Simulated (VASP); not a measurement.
In4GaP6 (a cell with a defect): single point with PBEsol

In4GaP6 (a cell with a defect):

```
CELL_PARAMETERS angstrom
0.00000 0.00000 6.81099
0.00000 7.18573 0.00000
-6.22303 -3.59287 0.00000
ATOMIC_POSITIONS crystal
Ga 0.54123 0.07009 0.78080
In 0.50092 0.56874 0.96148
In 0.97592 0.68335 0.68017
In 0.02262 0.34913 0.03994
In 0.97710 0.02967 0.31944
P 0.80277 0.35567 0.33400
P 0.88016 0.02839 0.67896
P 0.87251 0.66696 0.01097
P 0.34927 0.77342 0.77066
P 0.47721 0.27492 0.16904
P 0.35007 0.97745 0.14342
```

```json
{
  "Program": "VASP 6.6.1",
  "Task": "single point",
  "Functional": "PBEsol",
  "Potentials or basis": "VASP PAW PBE potentials, release 64 (Ga_d, In_d, P)",
  "Cutoff": "520 eV",
  "k mesh": "2 × 2 × 2",
  "Occupations": "gaussian, width 0.02 eV",
  "Spin": "collinear spin",
  "Starting moments": "[0.0, 0.0, 0.0, 0.0, 0.0, 0.0, 0.0, 0.0, 0.12, 0.12, 0.12] μB",
  "Dipole correction": "no",
  "Further INCAR settings": "ALGO = Normal; EDIFF = 1e-06; NBANDS = 62"
}
```

```yaml
Pressure: -3.5 GPa
Largest_force: 0.713 eV/Å
Net_moment: 0.00 μB per cell
Valence_electrons_inside_the_program's_atomic_spheres: Ga 11.56; In 11.36, 11.41, 11.37, 11.39; P 2.44, 2.46, 2.49, 2.42, 2.39, 2.41
```

Forces on the atoms (eV/Å):
```
Ga  -0.203 -0.022  0.108
In   0.064 -0.257 -0.099
In   0.067  0.049 -0.300
In   0.223  0.048  0.317
In   0.108 -0.030 -0.069
P    0.164 -0.073  0.022
P   -0.024  0.111 -0.048
P    0.094 -0.001  0.088
P   -0.523  0.485  0.013
P   -0.347  0.236  0.172
P    0.375 -0.547 -0.204
```

Stress tensor (GPa, compression positive):
```
-4.12  0.52  0.08
 0.52 -2.29 -1.01
 0.08 -1.01 -4.05
```

Levels at points of the mesh, in eV from the Fermi level:
Spin up:
```tsv
k point	band 44	band 45	band 46	band 47	band 48	band 49	band 50	band 51
(0.00, 0.00, 0.00)	-1.40	-1.02	-0.82	-0.64	0.35	1.00	1.22	1.69
(0.50, 0.00, 0.00)	-1.27	-0.95	-0.88	-0.46	-0.20	0.75	1.02	1.44
(0.00, 0.50, 0.00)	-1.82	-1.58	-1.44	-0.81	0.10	0.74	1.01	1.53
(0.00, 0.00, 0.50)	-1.88	-1.74	-1.03	-0.59	0.63	0.83	1.18	1.66
(0.00, 0.50, 0.50)	-1.89	-1.59	-1.32	-0.57	0.19	0.97	1.08	1.42
(0.50, 0.50, 0.00)	-1.86	-1.31	-1.13	-0.54	-0.28	0.08	1.04	1.64
(0.50, 0.00, 0.50)	-1.71	-1.54	-1.26	-0.61	-0.08	0.80	1.22	1.67
(0.50, 0.50, 0.50)	-1.84	-1.33	-1.14	-0.64	-0.30	0.42	0.72	1.21
```
Spin down:
| k point | band 45 | band 46 | band 47 | band 48 | band 49 | band 50 |
| --- | --- | --- | --- | --- | --- | --- |
| (0.00, 0.00, 0.00) | -1.02 | -0.82 | -0.64 | 0.35 | 1.00 | 1.22 |
| (0.50, 0.00, 0.00) | -0.95 | -0.88 | -0.46 | -0.20 | 0.75 | 1.02 |
| (0.00, 0.50, 0.00) | -1.58 | -1.44 | -0.81 | 0.10 | 0.74 | 1.01 |
| (0.00, 0.00, 0.50) | -1.74 | -1.03 | -0.59 | 0.63 | 0.83 | 1.18 |
| (0.00, 0.50, 0.50) | -1.59 | -1.32 | -0.57 | 0.19 | 0.97 | 1.08 |
| (0.50, 0.50, 0.00) | -1.31 | -1.13 | -0.54 | -0.28 | 0.08 | 1.04 |
| (0.50, 0.00, 0.50) | -1.54 | -1.26 | -0.61 | -0.08 | 0.80 | 1.22 |
| (0.50, 0.50, 0.50) | -1.33 | -1.14 | -0.64 | -0.30 | 0.42 | 0.72 |

Wall time 7.5 min on 1 thread of Intel(R) Xeon(R) Platinum 8259CL CPU @ 2.50GHz (Skylake/Cascade Lake) (shared host), peak memory 0.63 GiB.

Caveat: the k points lie up to 0.50 Å⁻¹ apart; the PAW data sets were made with another functional, which shifts forces and pressure a little; spin-orbit coupling is left out, which moves the levels of the heavy elements.
